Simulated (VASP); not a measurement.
Here is a VASP 6.6.1 calculation.

Contents of INCAR:

```
SYSTEM = Ru
  ALGO = Fast
  EDIFF = 1E-6
  ENCUT = 520
  GGA = PS
  ISIF = 2
  ISMEAR = 0
  LASPH = .TRUE.
  LCHARG = .TRUE.
  LELF = .TRUE.
  LREAL = .FALSE.
  LVHAR = .TRUE.
  LWAVE = .FALSE.
  NBANDS = 21
  NELM = 60
  PREC = Accurate
  SIGMA = 0.15
```

The input KPOINTS:

```
k-points
0
G
  21 21 12
  0 0 0
```

File POSCAR:

```
Ru
1.0
    2.7771770758      0.0000000000      0.0000000000
   -1.3885885379      2.4051058984      0.0000000000
    0.0000000000      0.0000000000      4.0524567889
Ru
2
Direct
    0.3333333333      0.6666666667      0.2500000000
    0.6666666667      0.3333333333      0.7500000000
```

Potentials or basis: VASP PAW PBE potentials, release 64 (Ru_pv).

Launch:

```sh
$ cat potpaw_PBE.64/Ru_pv/POTCAR > POTCAR
$ mpirun -np 1 vasp_std > vasp.out
```

(1) What does it give for the pressure?

(2) Predict the band gap on the k mesh.

## Answers

(1) -2.0 GPa.

(2) zero (band 14 reaches 14.10 eV, above the bottom of band 15 at 11.03 eV).

Caveat: the PAW data sets were made with another functional, which shifts forces and pressure a little.
